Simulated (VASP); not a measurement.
# Si in VASP: further runs

The runs below take Si through single point, with PBE.

Everything below comes from runs of VASP 6.6.1. Logs are shortened: lines on timing, memory, paths and dates and some standing lists are left out, and cuts for length are marked.

**1. The cell of the first run**

Symmetry: P6_3/mmc, No. 194, hexagonal system. The conventional cell has a = 3.852 Å, b = 3.852 Å, c = 6.366 Å, α = 90.00°, β = 90.00°, γ = 120.00°. Within 3.1 Å of Si (site symmetry 3m) lie 4 Si at 2.36 to 2.38 Å.

This isn't the form of Si at room conditions, which is diamond.

**2. Single point, PBE**

The input, INCAR:

```
ALGO     = Normal         # electronic algorithm
EDIFF    = 1E-7           # SCF threshold, eV
ENCUT    = 520            # plane-wave cutoff, eV
GGA      = PE             # functional
ISIF     = 2              # what is computed and relaxed
ISMEAR   = 0              # smearing method
LASPH    = T              # aspherical terms in the spheres
LCHARG   = F              # write CHGCAR
LREAL    = F              # projectors in reciprocal space
LWAVE    = F              # write WAVECAR
NBANDS   = 26             # bands
NELM     = 60             # most SCF steps
PREC     = Accurate       # precision mode
SIGMA    = 0.1            # smearing width, eV
```

The input, KPOINTS:

```
k-points
0
Gamma
  10 6 6
```

The input, POSCAR:

```
Si
1.0
    1.9257885549      3.3355636216      0.0000000000
    0.0000000000      0.0000000000      6.3657023502
    5.7773656645     -3.3355636216      0.0000000000
Si
8
Direct
    0.5000000000      0.0629602122      0.1666666667
    1.0000000000      0.0629602122      0.6666666667
    0.5000000000      0.5629602122      0.8333333333
    1.0000000000      0.5629602122      0.3333333333
    0.5000000000      0.4370397878      0.1666666667
    1.0000000000      0.4370397878      0.6666666667
    0.5000000000      0.9370397878      0.8333333333
    1.0000000000      0.9370397878      0.3333333333
```

Potentials or basis: VASP PAW PBE potentials, release 64 (Si).

Command:

```console
> cat potpaw_PBE.64/Si/POTCAR > POTCAR
> mpirun -np 1 vasp_std > vasp.out
```

OUTCAR:

```text
EDIFF = 1E-7
   ENCUT = 520
   GGA = PE
   ISIF = 2
   ISMEAR = 0
   LASPH = T
   LREAL = F
   NELM = 60
   PREC = Accurate

 ion  position               nearest neighbor table
   1  0.500  0.063  0.167-   8 2.36   8 2.36   7 2.36   5 2.38
   2  0.000  0.063  0.667-   7 2.36   7 2.36   8 2.36   6 2.38
   3  0.500  0.563  0.833-   6 2.36   6 2.36   5 2.36   7 2.38
   4  0.000  0.563  0.333-   5 2.36   5 2.36   6 2.36   8 2.38
   5  0.500  0.437  0.167-   4 2.36   4 2.36   3 2.36   1 2.38
   6  0.000  0.437  0.667-   3 2.36   3 2.36   4 2.36   2 2.38
   7  0.500  0.937  0.833-   2 2.36   2 2.36   1 2.36   3 2.38
   8  0.000  0.937  0.333-   1 2.36   1 2.36   2 2.36   4 2.38

  LATTYP: Found a simple orthorhombic cell.
 ALAT       =     3.8515771097
 B/A-ratio  =     1.6527521503
 C/A-ratio  =     1.7320508076

  Lattice vectors:

 A1 = (   1.9257885549,   3.3355636216,   0.0000000000)
 A2 = (   0.0000000000,   0.0000000000,   6.3657023502)
 A3 = (   5.7773656645,  -3.3355636216,   0.0000000000)

Analysis of symmetry for initial positions (statically):
=====================================================================
 Subroutine PRICEL returns following result:

  LATTYP: Found a hexagonal cell.
 ALAT       =     3.8515771097
 C/A-ratio  =     1.6527521503

  Lattice vectors:

 A1 = (   3.8515771097,   0.0000000000,   0.0000000000)
 A2 = (  -1.9257885548,   3.3355636216,   0.0000000000)
 A3 = (   0.0000000000,   0.0000000000,   6.3657023502)

   2 primitive cells build up your supercell.

 Routine SETGRP: Setting up the symmetry group for a
 simple orthorhombic supercell.

 Subroutine GETGRP returns: Found  8 space group operations
 (whereof  4 operations were pure point group operations)
 out of a pool of  8 trial point group operations.

The static configuration has the point symmetry C_2h.
 The point group associated with its full space group is D_2h.

Analysis of symmetry for dynamics (positions and initial velocities):
=====================================================================
 Subroutine PRICEL returns following result:

  LATTYP: Found a hexagonal cell.
 ALAT       =     3.8515771097
 C/A-ratio  =     1.6527521503

  Lattice vectors:

 A1 = (   3.8515771097,   0.0000000000,   0.0000000000)
 A2 = (  -1.9257885548,   3.3355636216,   0.0000000000)
 A3 = (   0.0000000000,   0.0000000000,   6.3657023502)

   2 primitive cells build up your supercell.

 Routine SETGRP: Setting up the symmetry group for a
 simple orthorhombic supercell.

 Subroutine GETGRP returns: Found  8 space group operations
 (whereof  4 operations were pure point group operations)
 out of a pool of  8 trial point group operations.

The dynamic configuration has the point symmetry C_2h.
 The point group associated with its full space group is D_2h.

 Subroutine INISYM returns: Found  8 space group operations
 (whereof  4 operations are pure point group operations),
 and found     2 'primitive' translations

----------------------------------------------------------------------------------------

                                     Primitive cell

  volume of cell :      81.7813

  direct lattice vectors                    reciprocal lattice vectors
     3.851577110  0.000000000  0.000000000     0.259633904  0.149899704  0.000000000
    -1.925788555  3.335563622  0.000000000     0.000000000  0.299799408  0.000000000
     0.000000000  0.000000000  6.365702350     0.000000000  0.000000000  0.157091856

  length of vectors
     3.851577110  3.851577110  6.365702350     0.299799408  0.299799408  0.157091856

  position of ions in fractional coordinates (direct lattice)
     0.666666667  0.333333333  0.062960212
     0.333333333  0.666666667  0.562960212
     0.666666667  0.333333333  0.437039788
     0.333333333  0.666666667  0.937039788

  ion indices of the primitive-cell ions
   primitive index   ion index
                 1           1
                 2           3
                 3           5
                 4           7

----------------------------------------------------------------------------------------

 KPOINTS: k-points

Automatic generation of k-mesh.
 Grid dimensions read from file:
 generate k-points for:   10    6    6

 Generating k-lattice:

  Cartesian coordinates                     Fractional coordinates (reciprocal lattice)
     0.012981695  0.022484956  0.000000000     0.100000000  0.000000000  0.000000000
     0.000000000  0.000000000  0.026181976     0.000000000  0.166666667  0.000000000
     0.021636159 -0.012491642  0.000000000    -0.000000000  0.000000000  0.166666667

  Length of vectors
     0.025963390  0.026181976  0.024983284

  Shift w.r.t. Gamma in fractional coordinates (k-lattice)
     0.000000000  0.000000000  0.000000000

 Subroutine IBZKPT returns following result:
 ===========================================

 Found     96 irreducible k-points:

 Following reciprocal coordinates:
            Coordinates               Weight
  0.000000  0.000000  0.000000      1.000000
  0.100000  0.000000  0.000000      2.000000
  0.200000  0.000000  0.000000      2.000000
  0.300000  0.000000  0.000000      2.000000
  0.400000  0.000000  0.000000      2.000000
  0.500000  0.000000 -0.000000      1.000000
[... 16 lines left out ...]
  0.400000  0.500000  0.000000      2.000000
  0.500000  0.500000 -0.000000      1.000000
 [... further k-points ...]
   k-points           NKPTS =     96   k-points in BZ     NKDIM =     96   number of bands    NBANDS=     26
   number of dos      NEDOS =    301   number of ions     NIONS =      8
   total plane-waves  NPLWV =  72000
   dimension x,y,z NGX =    30 NGY =   48 NGZ =   50
   dimension x,y,z NGXF=    60 NGYF=   96 NGZF=  100
   ions per type =               8
   NGX,Y,Z   is equivalent  to a cutoff of  12.95, 12.54, 12.46 a.u.
   NGXF,Y,Z  is equivalent  to a cutoff of  25.90, 25.07, 24.92 a.u.
 SYSTEM =  unknown system
   PREC   = accura    normal or accurate (medium, high low for compatibility)
   ISTART =      0    job   : 0-new  1-cont  2-samecut
   ICHARG =      2    charge: 1-file 2-atom 10-const
   ISPIN  =      1    spin polarized calculation?
   LNONCOLLINEAR =      F non collinear calculations
   LSORBIT =      F    spin-orbit coupling
   LASPH  =      T    aspherical Exc in radial PAW
   ENCUT  =  520.0 eV  38.22 Ry    6.18 a.u.   7.16 11.84 12.40*2*pi/ulx,y,z
   NELM   =     60;   NELMIN=  2; NELMDL= -5     # of ELM steps
   EDIFF  = 0.1E-06   stopping-criterion for ELM
   LREAL  =      F    real-space projection
   EDIFFG = 0.1E-05   stopping-criterion for IOM
   NSW    =      0    number of steps for IOM
   IBRION =     -1    ionic relax: 0-MD 1-quasi-New 2-CG
   NFREE  =      0    steps in history (QN), initial steepest desc. (CG)
   ISIF   =      2    stress and relaxation
   ISYM   =      2    0-nonsym 1-usesym 2-fastsym
   POTIM  = 0.5000    time-step for ionic-motion
   TEBEG  =    0.0;   TEEND  =   0.0 temperature during run
   PSTRESS=    0.0 pullay stress
   NELECT =      32.0000    total number of electrons
   NUPDOWN=      -1.0000    fix difference up-down
   EMIN   =  10.00;   EMAX   =-10.00  energy-range for DOS
   EFERMI =   0.00;   METHOD = LEGACY
   ISMEAR =     0;   SIGMA  =   0.10  broadening in eV -4-tet -1-fermi 0-gaus
   EFERMI_NEDOS =   21; number of points for ismear=-14 and -15
   IALGO  =     38    algorithm
   IMIX   =      4    mixing-type and parameters
     AMIX     =   0.40;   BMIX     =  1.00
     AMIX_MAG =   1.60;   BMIX_MAG =  1.00
  volume/ion in A,a.u.               =      20.45       137.97
  Fermi-wavevector in a.u.,A,eV,Ry     =   0.950379  1.795956 12.289054  0.903220
  Thomas-Fermi vector in A             =   2.078750
   LORBIT       =      0    0 simple, 1 ext, 2 COOP (PROOUT), +10 PAW based schemes
   GGA     = PE    functional components
   LHFCALC =     F    Hartree Fock is set to
   AEXX    =    0.0000 exact exchange contribution
   IVDW    =     0    specifies the selected vdW correction
   LEPSILON=     F    determine dielectric tensor
   LRPA    =     F    only Hartree local field effects (RPA)
 non-spin polarized calculation
 Gauss-broadening in eV      SIGMA  =   0.10
  energy-cutoff  :      520.00
  volume of cell :      163.56
 maximum number of plane-waves:      4428
 NGX is ok and might be reduce to    30
   NGX = 15   NGY = 23   NGZ = 25

 number of electron      31.9999999 magnetization

 Free energy of the ion-electron system (eV)
  ---------------------------------------------------
  ext. energy  EPLUGINS =         0.00000000
  ---------------------------------------------------
  free energy    TOTEN  =       -43.31011584 eV

  energy without entropy =      -43.31011129  energy(sigma->0) =      -43.31011357

 E-fermi :   6.0833     XC(G=0):  -9.3225

 val. band max:        5.8609593681   @ k =   0.0000   0.0000   0.0000
 cond. band min:       6.3142584768   @ k =   0.0000   0.0000   0.0000
 fundamental gap:      0.4532991086
 Fermi energy:         6.0833339229

 k-point     1 :       0.0000    0.0000    0.0000
  band No.  band energies     occupation
      1      -6.2130      2.00000
      2      -4.0647      2.00000
      3      -3.9689      2.00000
      4      -2.4988      2.00000
      5      -1.7206      2.00000
      6      -1.2663      2.00000
[... 18 lines left out ...]
     25       9.2120      0.00000
     26      10.0190      0.00000

 k-point     2 :       0.1000    0.0000    0.0000
  band No.  band energies     occupation
      1      -6.1268      2.00000
      2      -3.9764      2.00000
      3      -3.8808      2.00000
      4      -2.5138      2.00000
      5      -1.6269      2.00000
      6      -1.2222      2.00000
[... 18 lines left out ...]
     25       9.8621      0.00000
[... 608 lines left out ...]
     25      10.0450      0.00000
     26      10.0450      0.00000

 k-point    24 :       0.5000    0.5000   -0.0000
  band No.  band energies     occupation
      1      -3.5076      2.00000
      2      -3.5076      2.00000
      3      -3.5076      2.00000
      4      -3.5076      2.00000
      5      -0.7787      2.00000
      6      -0.7787      2.00000
[... 18 lines left out ...]
     25      10.3527      0.00000
     26      10.3527      0.00000

 [... further k-points ...]

------------------------ aborting loop because EDIFF is reached ----------------------------------------

  FORCE on cell =-STRESS in cart. coord.  units (eV):
  Direction    XX          YY          ZZ          XY          YZ          ZX
  --------------------------------------------------------------------------------------
  -------------------------------------------------------------------------------------
  Total       -0.1003131     -0.0951042     -0.0819423      0.0045111      0.0000000      0.0000000
  in kB       -0.9826169     -0.9315928     -0.8026659      0.0441881      0.0000000      0.0000000
  external PRESSURE =      -0.9056252 kB  Pullay stress =       0.0000000 kB

 VOLUME and BASIS-vectors are now :
 -----------------------------------------------------------------------------
  energy-cutoff  :      520.00
  volume of cell :      163.56
      direct lattice vectors                 reciprocal lattice vectors
     1.925788555  3.335563622  0.000000000     0.129816952  0.224849556  0.000000000
     0.000000000  0.000000000  6.365702350     0.000000000  0.000000000  0.157091856
     5.777365665 -3.335563622  0.000000000     0.129816952 -0.074949852  0.000000000

 POSITION                                       TOTAL-FORCE (eV/Angst)
 -----------------------------------------------------------------------------------
      1.92579      1.11185      0.40079         0.000054     -0.000031     -0.004255
      3.85158     -2.22371      0.40079         0.000054     -0.000031     -0.004255
      5.77737     -1.11185      3.58364        -0.000054      0.000031     -0.004255
      1.92579     -1.11185      3.58364        -0.000054      0.000031     -0.004255
      1.92579      1.11185      2.78207         0.000054     -0.000031      0.004255
      3.85158     -2.22371      2.78207         0.000054     -0.000031      0.004255
      5.77737     -1.11185      5.96492        -0.000054      0.000031      0.004255
      1.92579     -1.11185      5.96492        -0.000054      0.000031      0.004255
 -----------------------------------------------------------------------------------
    total drift:                                0.000000     -0.000000      0.000000

  FREE ENERGIE OF THE ION-ELECTRON SYSTEM (eV)
  ---------------------------------------------------
  free  energy   TOTEN  =       -43.3101158438 eV

  energy  without entropy=      -43.3101112948  energy(sigma->0) =      -43.31011357
```

Run time: 9.1 min. Hardware: 1 thread of Oxide Virtual Turin-like, shared host; peak memory 0.39 GiB.

What came out:

* Free energy: -43.3101 eV
* Pressure: -0.1 GPa
* Largest force: 0.004 eV/Å
* Band gap on the k mesh: 0.45 eV

Forces on the atoms (eV/Å):
```
Si   0.000  0.000 -0.004
Si   0.000  0.000 -0.004
Si   0.000  0.000 -0.004
Si   0.000  0.000 -0.004
Si   0.000  0.000  0.004
Si   0.000  0.000  0.004
Si   0.000  0.000  0.004
Si   0.000  0.000  0.004
```

Caveat: semilocal functionals underestimate gaps, and a narrow one can read as zero.

**3. Single point, PBE**

The input, INCAR:

```
ALGO = Normal
EDIFF = 1E-6
ENCUT = 520
GGA = PE
ISIF = 2
ISMEAR = 0
LASPH = True
LCHARG = True
LELF = True
LREAL = False
LVHAR = True
LWAVE = False
NBANDS = 26
NELM = 60
PREC = Accurate
SIGMA = 0.1
```

KPOINTS is that of step 2.

The input, POSCAR:

```
Si
1.0
    1.9258657188      3.3356972734      0.0000000000
    0.0000000000      0.0000000000      6.3654168117
    5.7768260036     -3.3352520483      0.0000000000
Si
8
Direct
    0.5000000000      0.0629406293      0.1666759022
    1.0000000000      0.0629406293      0.6666759022
    0.5000000000      0.5629406293      0.8333240978
    1.0000000000      0.5629406293      0.3333240978
    0.5000000000      0.4370593707      0.1666759022
    1.0000000000      0.4370593707      0.6666759022
    0.5000000000      0.9370593707      0.8333240978
    1.0000000000      0.9370593707      0.3333240978
```

Potentials or basis: VASP PAW PBE potentials, release 64 (Si).

Command:

```console
> cat potpaw_PBE.64/Si/POTCAR > POTCAR
> mpirun -np 1 vasp_std > vasp.out
```

It took 9.2 min on 1 thread of Oxide Virtual Turin-like, shared host; peak memory 0.38 GiB.

The run converged. Its results:

```yaml
Free_energy: -43.3101 eV
Pressure: -0.1 GPa
Band_gap_on_the_k_mesh: 0.45 eV
```

Levels at points of the mesh, in eV from the valence-band top:
```tsv
k point	band 13	band 14	band 15	band 16	band 17	band 18	band 19	band 20
(0.00, 0.00, 0.00)	-1.42	-0.34	0.00	0.00	0.45	0.99	2.02	2.02
(0.50, 0.00, 0.00)	-2.71	-2.71	-2.57	-2.57	1.42	1.42	3.79	3.79
(0.00, 0.50, 0.00)	-0.91	-0.91	-0.91	-0.91	0.92	0.92	1.70	1.70
(0.50, 0.50, 0.00)	-2.23	-2.23	-2.23	-2.23	1.81	1.81	1.81	1.81
(0.00, 0.00, 0.50)	-1.36	-1.36	-0.86	-0.86	1.06	1.06	2.95	2.95
(0.50, 0.00, 0.50)	-2.92	-2.92	-1.42	-1.42	0.45	0.45	2.33	2.33
(0.00, 0.50, 0.50)	-1.80	-1.80	-1.80	-1.80	1.54	1.54	1.54	1.54
(0.50, 0.50, 0.50)	-2.38	-2.38	-2.38	-2.38	0.92	0.92	0.92	0.92
```

Caveat: semilocal functionals underestimate gaps, and a narrow one can read as zero. A k mesh can miss the band edges.
